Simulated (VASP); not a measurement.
# Rh (Fm-3m) in VASP: single point with r2SCAN

Aim: the single point of Rh with r2SCAN.

Everything below comes from runs of VASP 6.6.1. Logs are shortened: lines on timing, memory, paths and dates and some standing lists are left out, and cuts for length are marked.

### 1 The cell of the first run

Symmetry: Fm-3m, No. 225, cubic system. Conventional cell: a = 3.806 Å, b = 3.806 Å, c = 3.806 Å, α = 90.00°, β = 90.00°, γ = 90.00°. Rh (site symmetry m-3m) has 12 Rh at 2.69 Å within 3.5 Å.

### 2 Single point, r2SCAN

POSCAR

```
Rh
1.0
    0.0000000000      1.9029860900      1.9029860900
    1.9029860900      0.0000000000      1.9029860900
    1.9029860900      1.9029860900      0.0000000000
Rh
1
Direct
    0.0000000000      0.0000000000      0.0000000000
```

INCAR.step1

```
PREC     = Accurate       # precision mode
ENCUT    = 680            # plane-wave cutoff, eV
ISMEAR   = 0              # smearing method
SIGMA    = 0.1            # smearing width, eV
LREAL    = F              # projectors in reciprocal space
LASPH    = T              # aspherical terms in the spheres
NELM     = 120            # most SCF steps
NBANDS   = 14             # bands
GGA      = PE             # functional
ALGO     = Normal         # electronic algorithm
EDIFF    = 1E-5           # SCF threshold, eV
LWAVE    = T              # write WAVECAR
LCHARG   = F              # write CHGCAR
GGA_COMPAT= F
```

INCAR.step2

```
PREC     = Accurate       # precision mode
ENCUT    = 680            # plane-wave cutoff, eV
EDIFF    = 1E-6           # SCF threshold, eV
ISMEAR   = 0              # smearing method
SIGMA    = 0.1            # smearing width, eV
LREAL    = F              # projectors in reciprocal space
LASPH    = T              # aspherical terms in the spheres
NELM     = 120            # most SCF steps
ALGO     = Normal         # electronic algorithm
ISIF     = 2              # what is computed and relaxed
LWAVE    = F              # write WAVECAR
LCHARG   = F              # write CHGCAR
METAGGA  = R2SCAN         # meta-GGA
LMIXTAU  = T            
NBANDS   = 14             # bands
ISTART   = 1            
GGA_COMPAT= F
```

KPOINTS

```
Automatic mesh
0
Gamma
  8 8 8
```

Potentials or basis: VASP PAW PBE potentials, release 64 (Rh_sv_GW).

The run is started by

```console
$ cat potpaw_PBE.64/Rh_sv_GW/POTCAR > POTCAR
$ cp INCAR.step1 INCAR
$ mpirun -np 1 vasp_std > vasp.out
$ cp INCAR.step2 INCAR
$ mpirun -np 1 vasp_std > vasp.out
```

OUTCAR:

```text
PREC = Accurate
   ENCUT = 680
   EDIFF = 1E-6
   ISMEAR = 0
   LREAL = F
   LASPH = T
   NELM = 120
   ISIF = 2
   METAGGA = R2SCAN
   ISTART = 1

 ion  position               nearest neighbor table
   1  0.000  0.000  0.000-

  LATTYP: Found a face centered cubic cell.
 ALAT       =     3.8059721800

  Lattice vectors:

 A1 = (   0.0000000000,   1.9029860900,   1.9029860900)
 A2 = (   1.9029860900,   0.0000000000,   1.9029860900)
 A3 = (   1.9029860900,   1.9029860900,   0.0000000000)

Analysis of symmetry for initial positions (statically):
=====================================================================
 Subroutine PRICEL returns:
 Original cell was already a primitive cell.

 Routine SETGRP: Setting up the symmetry group for a
 face centered cubic supercell.

 Subroutine GETGRP returns: Found 48 space group operations
 (whereof 48 operations were pure point group operations)
 out of a pool of 48 trial point group operations.

The static configuration has the point symmetry O_h .

Analysis of symmetry for dynamics (positions and initial velocities):
=====================================================================
 Subroutine PRICEL returns:
 Original cell was already a primitive cell.

 Routine SETGRP: Setting up the symmetry group for a
 face centered cubic supercell.

 Subroutine GETGRP returns: Found 48 space group operations
 (whereof 48 operations were pure point group operations)
 out of a pool of 48 trial point group operations.

The dynamic configuration has the point symmetry O_h .

 Subroutine INISYM returns: Found 48 space group operations
 (whereof 48 operations are pure point group operations),
 and found     1 'primitive' translations

----------------------------------------------------------------------------------------

                                     Primitive cell

  volume of cell :      13.7828

  direct lattice vectors                    reciprocal lattice vectors
     0.000000000  1.902986090  1.902986090    -0.262744958  0.262744958  0.262744958
     1.902986090  0.000000000  1.902986090     0.262744958 -0.262744958  0.262744958
     1.902986090  1.902986090  0.000000000     0.262744958  0.262744958 -0.262744958

  length of vectors
     2.691228737  2.691228737  2.691228737     0.455087616  0.455087616  0.455087616

  position of ions in fractional coordinates (direct lattice)
     0.000000000  0.000000000  0.000000000

  ion indices of the primitive-cell ions
   primitive index   ion index
                 1           1

----------------------------------------------------------------------------------------

 KPOINTS: Automatic mesh

Automatic generation of k-mesh.
 Grid dimensions read from file:
 generate k-points for:    8    8    8

 Generating k-lattice:

  Cartesian coordinates                     Fractional coordinates (reciprocal lattice)
    -0.032843120  0.032843120  0.032843120     0.125000000  0.000000000  0.000000000
     0.032843120 -0.032843120  0.032843120     0.000000000  0.125000000  0.000000000
     0.032843120  0.032843120 -0.032843120     0.000000000  0.000000000  0.125000000

  Length of vectors
     0.056885952  0.056885952  0.056885952

  Shift w.r.t. Gamma in fractional coordinates (k-lattice)
     0.000000000  0.000000000  0.000000000

 Subroutine IBZKPT returns following result:
 ===========================================

 Found     29 irreducible k-points:

 Following reciprocal coordinates:
            Coordinates               Weight
  0.000000  0.000000  0.000000      1.000000
  0.125000  0.000000  0.000000      8.000000
  0.250000  0.000000  0.000000      8.000000
  0.375000  0.000000  0.000000      8.000000
  0.500000  0.000000  0.000000      4.000000
  0.125000  0.125000  0.000000      6.000000
[... 16 lines left out ...]
  0.500000  0.250000  0.125000     48.000000
 -0.375000  0.250000  0.125000     24.000000
 [... further k-points ...]
   k-points           NKPTS =     29   k-points in BZ     NKDIM =     29   number of bands    NBANDS=     14
   number of dos      NEDOS =    301   number of ions     NIONS =      1
   total plane-waves  NPLWV =  13824
   dimension x,y,z NGX =    24 NGY =   24 NGZ =   24
   dimension x,y,z NGXF=    48 NGYF=   48 NGZF=   48
   ions per type =               1
   NGX,Y,Z   is equivalent  to a cutoff of  14.83, 14.83, 14.83 a.u.
   NGXF,Y,Z  is equivalent  to a cutoff of  29.65, 29.65, 29.65 a.u.
 SYSTEM =  unknown system
   PREC   = accura    normal or accurate (medium, high low for compatibility)
   ISTART =      1    job   : 0-new  1-cont  2-samecut
   ICHARG =      0    charge: 1-file 2-atom 10-const
   ISPIN  =      1    spin polarized calculation?
   LNONCOLLINEAR =      F non collinear calculations
   LSORBIT =      F    spin-orbit coupling
   LASPH  =      T    aspherical Exc in radial PAW
   ENCUT  =  680.0 eV  49.98 Ry    7.07 a.u.   5.72  5.72  5.72*2*pi/ulx,y,z
   NELM   =    120;   NELMIN=  2; NELMDL=  0     # of ELM steps
   EDIFF  = 0.1E-05   stopping-criterion for ELM
   LREAL  =      F    real-space projection
   EDIFFG = 0.1E-04   stopping-criterion for IOM
   NSW    =      0    number of steps for IOM
   IBRION =     -1    ionic relax: 0-MD 1-quasi-New 2-CG
   NFREE  =      0    steps in history (QN), initial steepest desc. (CG)
   ISIF   =      2    stress and relaxation
   ISYM   =      2    0-nonsym 1-usesym 2-fastsym
   POTIM  = 0.5000    time-step for ionic-motion
   TEBEG  =    0.0;   TEEND  =   0.0 temperature during run
   PSTRESS=    0.0 pullay stress
   NELECT =      17.0000    total number of electrons
   NUPDOWN=      -1.0000    fix difference up-down
   EMIN   =  10.00;   EMAX   =-10.00  energy-range for DOS
   EFERMI =   0.00;   METHOD = LEGACY
   ISMEAR =     0;   SIGMA  =   0.10  broadening in eV -4-tet -1-fermi 0-gaus
   EFERMI_NEDOS =   21; number of points for ismear=-14 and -15
   IALGO  =     38    algorithm
   IMIX   =      4    mixing-type and parameters
     AMIX     =   0.40;   BMIX     =  1.00
     AMIX_MAG =   1.60;   BMIX_MAG =  1.00
  volume/ion in A,a.u.               =      13.78        93.01
  Fermi-wavevector in a.u.,A,eV,Ry     =   1.755681  3.317755 41.938797  3.082415
  Thomas-Fermi vector in A             =   2.825379
   LORBIT       =      0    0 simple, 1 ext, 2 COOP (PROOUT), +10 PAW based schemes
   METAGGA = R2SCAN    functional components
   LHFCALC =     F    Hartree Fock is set to
   AEXX    =    0.0000 exact exchange contribution
   IVDW    =     0    specifies the selected vdW correction
   LEPSILON=     F    determine dielectric tensor
   LRPA    =     F    only Hartree local field effects (RPA)
 non-spin polarized calculation
 Gauss-broadening in eV      SIGMA  =   0.10
  energy-cutoff  :      680.00
  volume of cell :       13.78
 maximum number of plane-waves:       568
   NGX = 11   NGY = 11   NGZ = 11

 number of electron      17.0000000 magnetization

 Free energy of the ion-electron system (eV)
  ---------------------------------------------------
  ext. energy  EPLUGINS =         0.00000000
  ---------------------------------------------------
  free energy    TOTEN  =       -23.26225414 eV

  energy without entropy =      -23.25449301  energy(sigma->0) =      -23.25837358

 E-fermi :  10.6856     XC(G=0): -15.2432

 val. band max:       10.6666273849   @ k =  -0.3750   0.2500   0.0000
 cond. band min:      10.7378753898   @ k =   0.3750   0.0000   0.0000
 fundamental gap:      0.0712480049
 Fermi energy:        10.6856098043

 k-point     1 :       0.0000    0.0000    0.0000
  band No.  band energies     occupation
      1     -70.4830      2.00000
      2     -37.1180      2.00000
      3     -37.1180      2.00000
      4     -37.1180      2.00000
      5       2.5205      2.00000
      6       7.5139      2.00000
      7       7.5139      2.00000
      8       7.5139      2.00000
      9       9.5957      2.00000
     10       9.5957      2.00000
     11      27.1015      0.00000
     12      32.7478      0.00000
     13      32.7478      0.00000
     14      32.7478      0.00000

 k-point     2 :       0.1250    0.0000    0.0000
  band No.  band energies     occupation
      1     -70.4653      2.00000
      2     -37.2346      2.00000
      3     -37.1338      2.00000
      4     -37.1338      2.00000
      5       3.1450      2.00000
      6       7.2706      2.00000
      7       7.7348      2.00000
      8       7.7348      2.00000
      9       9.4958      2.00000
     10       9.4958      2.00000
     11      27.9368      0.00000
     12      30.2665      0.00000
     13      33.6659      0.00000
     14      33.6659      0.00000

 k-point     3 :       0.2500    0.0000    0.0000
  band No.  band energies     occupation
      1     -70.4225      2.00000
      2     -37.5115      2.00000
      3     -37.1717      2.00000
      4     -37.1717      2.00000
      5       4.3536      2.00000
      6       7.4059      2.00000
      7       7.8671      2.00000
      8       7.8671      2.00000
      9       9.7885      2.00000
     10       9.7885      2.00000
     11      26.4256      0.00000
     12      28.7624      0.00000
     13      35.8779      0.00000
     14      35.8779      0.00000
[... 324 lines left out ...]
 k-point    23 :       0.5000    0.2500    0.1250
  band No.  band energies     occupation
      1     -70.3557      2.00000
      2     -37.7246      2.00000
      3     -37.4012      2.00000
      4     -37.2654      2.00000
      5       5.5963      2.00000
      6       6.6344      2.00000
      7       7.2162      2.00000
      8       8.8822      2.00000
      9      10.5419      1.95784
     10      13.9747      0.00000
     11      22.8491      0.00000
     12      27.1853      0.00000
     13      29.0918      0.00000
     14      33.7932      0.00000

 k-point    24 :      -0.3750    0.2500    0.1250
  band No.  band energies     occupation
      1     -70.3413      2.00000
      2     -37.7875      2.00000
      3     -37.4281      2.00000
      4     -37.2899      2.00000
      5       5.5183      2.00000
      6       6.3814      2.00000
      7       7.9513      2.00000
      8       8.5752      2.00000
      9      11.0639      0.00000
     10      16.3719      0.00000
     11      19.5322      0.00000
     12      27.3592      0.00000
     13      28.1878      0.00000
     14      32.5620      0.00000

 [... further k-points ...]

------------------------ aborting loop because EDIFF is reached ----------------------------------------

  FORCE on cell =-STRESS in cart. coord.  units (eV):
  Direction    XX          YY          ZZ          XY          YZ          ZX
  --------------------------------------------------------------------------------------
  -------------------------------------------------------------------------------------
  Total       -0.0444760     -0.0444760     -0.0444760     -0.0000000     -0.0000000      0.0000000
  in kB       -5.1701034     -5.1701034     -5.1701034     -0.0000000     -0.0000000      0.0000000
  external PRESSURE =      -5.1701034 kB  Pullay stress =       0.0000000 kB

 VOLUME and BASIS-vectors are now :
 -----------------------------------------------------------------------------
  energy-cutoff  :      680.00
  volume of cell :       13.78
      direct lattice vectors                 reciprocal lattice vectors
     0.000000000  1.902986090  1.902986090    -0.262744958  0.262744958  0.262744958
     1.902986090  0.000000000  1.902986090     0.262744958 -0.262744958  0.262744958
     1.902986090  1.902986090  0.000000000     0.262744958  0.262744958 -0.262744958

 POSITION                                       TOTAL-FORCE (eV/Angst)
 -----------------------------------------------------------------------------------
      0.00000      0.00000      0.00000         0.000000      0.000000      0.000000
 -----------------------------------------------------------------------------------
    total drift:                                0.000000      0.000000     -0.000000

  FREE ENERGIE OF THE ION-ELECTRON SYSTEM (eV)
  ---------------------------------------------------
  free  energy   TOTEN  =       -23.2622541426 eV

  energy  without entropy=      -23.2544930124  energy(sigma->0) =      -23.25837358
```

It took 25 s on 1 thread of Intel Xeon 6975P-C (Granite Rapids), shared host; peak memory 0.15 GiB.

Results:

* Free energy: -23.2623 eV
* Pressure: -0.5 GPa
* Band gap on the k mesh: zero (an odd number of electrons rules out a gap without spin polarisation)

Caveat: the PAW data sets were made with another functional, which shifts forces and pressure a little.

The gap in the log of VASP goes by the Fermi energy; the results here count the filled bands.